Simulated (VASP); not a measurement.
Here is a VASP 6.6.1 calculation.

INCAR

```
SYSTEM = PPt
PREC     = Accurate       ! precision mode
ENCUT    = 520            ! plane-wave cutoff, eV
EDIFF    = 1E-6           ! SCF threshold, eV
ISMEAR   = 0              ! smearing method
SIGMA    = 0.05           ! smearing width, eV
LREAL    = .False.        ! projectors in reciprocal space
LASPH    = .True.         ! aspherical terms in the spheres
NELM     = 80             ! most SCF steps
ALGO     = Normal         ! electronic algorithm
ISIF     = 2              ! what is computed and relaxed
LWAVE    = .False.        ! write WAVECAR
LCHARG   = .False.        ! write CHGCAR
GGA      = PS             ! functional
NBANDS   = 14             ! bands
```

Contents of KPOINTS:

```
Automatic mesh
0
Gamma
  12 12 12
  0 0 0
```

Contents of POSCAR:

```
PPt
1.0
    0.0000000000      2.6154619478      2.6154619478
    2.6154619478      0.0000000000      2.6154619478
    2.6154619478      2.6154619478      0.0000000000
Pt P
1 1
Direct
    0.0000000000      0.0000000000      0.0000000000
    0.2500000000      0.2500000000      0.2500000000
```

Potentials or basis: VASP PAW PBE potentials, release 64 (Pt, P).

Launch:

```console
$ cat potpaw_PBE.64/Pt/POTCAR potpaw_PBE.64/P/POTCAR > POTCAR
$ mpirun -np 1 vasp_std > vasp.out
```

(1) Estimate the band gap on the k mesh.

(2) Predict the pressure.

Answers

(1) zero (an odd number of electrons rules out a gap without spin polarisation).

(2) 6.9 GPa.

Caveat: the cell stands under pressure; the PAW data sets were made with another functional, which shifts forces and pressure a little; spin-orbit coupling is left out, which moves the levels of the heavy elements.
